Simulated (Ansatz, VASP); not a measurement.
# PbO: VASP beside Ansatz

```xyz
4
Lattice="4.0344 0.0000 0.0000 0.0000 4.0344 0.0000 0.0000 0.0000 4.9932" Properties=species:S:1:pos:R:3 pbc="T T T"
Pb    0.0000    2.0172    1.1871
Pb    2.0172    0.0000    3.8061
O     0.0000    0.0000    0.0000
O     2.0172    2.0172    0.0000
```

Alike in both runs: task single point; functional PBE; dispersion D3(BJ); k mesh 8 × 8 × 6; occupations gaussian, width 0.02 eV; no spin polarisation.

```csv
,VASP,Ansatz
version,VASP 6.6.1,Ansatz 0.2.0
potentials or method,"VASP PAW PBE potentials, release 64 (Pb_d, O), cutoff 520 eV","scalar-relativistic, plane waves, PAW"
valence electrons in the cell,40,40
```

```tsv
	VASP	Ansatz	Ansatz less VASP
gap on the k mesh at the Fermi level (eV)	1.27	1.27	-0.006
least direct gap on the mesh (eV)	2.18	2.18	-0.001
pressure (GPa)	0.1	0.0	-0.06
rms of the force components (eV/Å)	0.015	0.000	-0.0154
```

Atom by atom the forces differ by 0.015 eV/Å (rms over components).

Spin-orbit coupling is off throughout.
